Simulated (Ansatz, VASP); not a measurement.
## Two plane-wave programs on B2As3

```xyz
5
Lattice="3.0252 1.7466 2.6991 -3.0252 1.7466 2.6991 0.0000 -3.4932 2.6991" Properties=species:S:1:pos:R:3 pbc="T T T"
B     0.0000    0.0000    0.8844
B     0.0000    0.0000    7.2130
As    0.9965   -1.7261    4.0487
As    0.9965    1.7261    4.0487
As   -1.9931    0.0000    4.0487
```

Change from the starting cell: species swapped into the Ni3Se2 type (R32, No. 155).

Alike in both runs: functional PBE; k mesh 6 × 6 × 6; occupations gaussian, width 0.1 eV; no spin polarisation.

Ansatz relaxed the structure, and its values are those at the end. VASP's run is a single point on that final structure, the one shown.

|  | VASP | Ansatz |
| --- | --- | --- |
| version | VASP 6.6.1 | Ansatz 0.2.0 |
| potentials or method | VASP PAW PBE potentials, release 64 (B, As), cutoff 520 eV | scalar-relativistic, plane waves, PAW |
| valence electrons in the cell | 21 | 51 |

Ansatz gave:

| Property | Result |
| --- | --- |
| gap on the k mesh at the Fermi level (eV) | none |
| pressure (GPa) | 0.0 |
| rms of the force components (eV/Å) | 0.001 |

**Question.** What did VASP give for the same quantities?

**Answer.** gap on the k mesh at the Fermi level (eV): none; pressure (GPa): 0.3; rms of the force components (eV/Å): 0.019.

A gap of «none» marks a metal or a gap that the smearing closes. The functional is the same, so the differences come from potentials, cutoffs and numerics. VASP's potentials hold 21 valence electrons a cell and Ansatz's 51, so a difference there can come from the potentials and not from the codes.
